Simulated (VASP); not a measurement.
Write the native input for VASP 6.6.1 that does the following.

| Quantity | Value |
| --- | --- |
| Task | single point |
| Functional | PBE |
| Potentials or basis | VASP PAW PBE potentials, release 64 (Rb_sv, Br) |
| Cutoff | 500 eV |
| k mesh | 4 × 4 × 4 |
| Occupations | gaussian, width 0.01 eV |
| Spin | no spin polarisation |
| Dipole correction | no |
| Further INCAR settings | ALGO = Normal; EDIFF = 1e-06; NBANDS = 15 |

The structure of RbBr lies in POSCAR:

```
RbBr
1.0
    0.0000000000      3.8038992807      3.8038992807
    3.8038992807      0.0000000000      3.8038992807
    3.8038992807      3.8038992807      0.0000000000
Rb Br
1 1
Direct
    0.0000000000      0.0000000000      0.0000000000
    0.2500000000      0.2500000000      0.2500000000
```

This cell differs from its parent crystal: volume changed by -5%.

One way to write it, as run:

INCAR

```
PREC = Accurate
ENCUT = 500
EDIFF = 1E-6
ISMEAR = 0
SIGMA = 0.01
LREAL = F
LASPH = T
NELM = 120
ALGO = Normal
ISIF = 2
LWAVE = F
LCHARG = F
GGA = PE
NBANDS = 15
GGA_COMPAT = F
```

KPOINTS

```
Automatic mesh
0
Gamma
  4 4 4
```

Potentials or basis: VASP PAW PBE potentials, release 64 (Rb_sv, Br).

The run is started by

```sh
$ cat potpaw_PBE.64/Rb_sv/POTCAR potpaw_PBE.64/Br/POTCAR > POTCAR
$ mpirun -np 1 vasp_std > vasp.out
```

It gave:

| Quantity | Value |
| --- | --- |
| Pressure | 0.7 GPa |
| Band gap on the k mesh | 4.14 eV, indirect (least direct gap 4.26 eV) |

It took 21 s on 1 thread of Intel Xeon 8259CL, on a shared host, peak memory 0.23 GiB.
